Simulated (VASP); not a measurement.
Ta2C3, 5 atoms in the cell. The structure is trigonal, space group R-3m (No. 166). Conventional cell: a = 3.048 Å, b = 3.048 Å, c = 21.197 Å, α = 90.00°, β = 90.00°, γ = 120.00°. Ta (site symmetry 3m) has 6 C at 2.14 to 2.26 Å within 2.8 Å. C (site symmetry -3m) has 6 Ta at 2.26 Å and 12 C at 3.05 to 3.16 Å within 3.2 Å. Within 2.8 Å of C (site symmetry 3m) lie 3 Ta at 2.14 Å and 3 C at 2.53 Å. 

```yaml
Program: VASP 6.6.1
Task: single point
Functional: PBE
Potentials_or_basis: VASP PAW PBE potentials, release 64 (Ta_pv, C)
Cutoff: 520 eV
k_mesh: 6 × 6 × 6
Occupations: gaussian, width 0.1 eV
Spin: no spin polarisation
Dipole_correction: no
Further_INCAR_settings: ALGO = Normal; EDIFF = 1e-07; NBANDS = 25
```

Potentials or basis: VASP PAW PBE potentials, release 64 (Ta_pv, C).

Run with:

```console
$ cat potpaw_PBE.64/Ta_pv/POTCAR potpaw_PBE.64/C/POTCAR > POTCAR
$ mpirun -np 1 vasp_std > vasp.out
```

Hardware: 1 thread of Intel(R) Xeon(R) 6975P-C (Granite Rapids), on a shared host.

Question: Estimate the wall time of this run.

Answer: It took 2.1 min on 1 thread of Intel(R) Xeon(R) 6975P-C (Granite Rapids) (shared host), peak memory 0.39 GiB. Counts: scf iterations 17, k points 32.
